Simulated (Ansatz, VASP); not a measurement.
## Pb: VASP beside Ansatz

```
CELL_PARAMETERS angstrom
0.00000 2.47500 2.47500
2.47500 0.00000 2.47500
2.47500 2.47500 0.00000
ATOMIC_POSITIONS crystal
Pb 0.00000 0.00000 0.00000
```

Alike in both runs: task single point; functional PBEsol; k mesh 14 × 14 × 14; occupations gaussian, width 0.05 eV; no spin polarisation.

|  | VASP | Ansatz |
| --- | --- | --- |
| version | VASP 6.6.1 | Ansatz 0.2.0 |
| potentials or method | VASP PAW PBE potentials, release 64 (Pb_d), cutoff 520 eV | scalar-relativistic, plane waves, PAW |
| valence electrons in the cell | 14 | 14 |

|  | VASP | Ansatz | Ansatz less VASP |
| --- | --- | --- | --- |
| pressure (GPa) | -0.5 | -0.4 | +0.08 |

VASP's potentials were made for PBE, not for PBEsol. With one functional, cell and mesh, what is left measures potentials, basis and numerics.

Spin-orbit coupling is off throughout.
